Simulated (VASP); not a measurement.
Here is a VASP 6.6.1 calculation.

INCAR

```
PREC = Accurate
ENCUT = 520
EDIFF = 1E-8
ISMEAR = 0
SIGMA = 0.01
LREAL = F
LASPH = T
NELM = 120
ALGO = Normal
ISIF = 2
LWAVE = F
LCHARG = F
GGA = PS
IVDW = 12
LEPSILON = T
GGA_COMPAT = F
```

The input KPOINTS:

```
Automatic mesh
0
Gamma
  4 4 4
```

File POSCAR:

```
BaTiO3
1.0
    3.9998000000      0.0000000000      0.0000000000
    0.0000000000      3.9998000000      0.0000000000
    0.0000000000      0.0000000000      4.0180000000
Ba Ti O
1 1 3
Direct
    0.0000000000      0.0000000000      0.0000000000
    0.5000000000      0.5000000000      0.4900000000
    0.5000000000      0.5000000000      0.0190000000
    0.5000000000      0.0000000000      0.5170000000
    0.0000000000      0.5000000000      0.5170000000
```

Potentials or basis: VASP PAW PBE potentials, release 64 (Ba_sv, Ti_sv, O).

Launch:

```bash
$ cat potpaw_PBE.64/Ba_sv/POTCAR potpaw_PBE.64/Ti_sv/POTCAR potpaw_PBE.64/O/POTCAR > POTCAR
$ mpirun -np 1 vasp_std > vasp.out
```

(1) Predict the electronic dielectric tensor (diagonal).

(2) Predict the Born charges (mean of the diagonal).

(3) What does it give for the band gap on the k mesh?

Answers

(1) 6.92, 6.92, 6.50.

(2) Ba +2.78; Ti +7.21; O -3.18, -3.40 e.

(3) 1.72 eV, indirect (least direct gap 2.01 eV).

Caveat: three body term missing; spin-orbit coupling is left out, which moves the levels of the heavy elements.
